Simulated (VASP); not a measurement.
Crystal: LaNi2P2.

```xyz
5
Lattice="-2.0035 2.0035 4.8160 2.0035 -2.0035 4.8160 2.0035 2.0035 -4.8160" Properties=species:S:1:pos:R:3 pbc="T T T"
La    0.0000    0.0000    0.0000
Ni    0.0000    2.0035    2.4080
Ni    2.0035    0.0000    2.4080
P     0.0000    0.0000    3.6216
P     0.0000    0.0000    6.0104
```

```yaml
Program: VASP 6.6.1
Task: relaxation of cell and atoms
Functional: PBEsol
Potentials_or_basis: VASP PAW PBE potentials, release 64 (La, Ni, P)
Cutoff: 600 eV
k_mesh: 8 × 8 × 8
Occupations: gaussian, width 0.1 eV
Spin: no spin polarisation
```

At the start: pressure -6.1 GPa; volume 15.47 Å³/atom.

Problem. Where does the relaxation end?

Solution. Over 6 steps the energy falls by 20.9 meV/atom and the volume is 14.88 Å³/atom (-3.8 %); space group I4/mmm (No. 139, to 0.1 Å) before and after.

Step by step:
```
step  energy change (eV)  largest force (eV/Å)  pressure (GPa)  volume (Å³)
   1              0.0000                0.7965           -6.08        77.33
   2             -0.0181                0.0071            7.85        70.94
   3             -0.0866                0.4142            0.71        73.84
   4             -0.0866                0.4054            0.87        73.77
   5             -0.1004                0.1809            0.44        74.11
   6             -0.1045                0.0008            0.18        74.42
```

Final structure:
```xyz
5
Lattice="-1.9822 1.9822 4.7356 1.9822 -1.9822 4.7356 1.9822 1.9822 -4.7356" Properties=species:S:1:pos:R:3 pbc="T T T"
La    1.9822    1.9822   -4.7356
Ni    0.0000    1.9822    2.3678
Ni    1.9822    0.0000    2.3678
P     0.0000    0.0000    3.5017
P     0.0000    0.0000    5.9694
```

Caveat: the PAW data sets were made with another functional, which shifts forces and pressure a little.
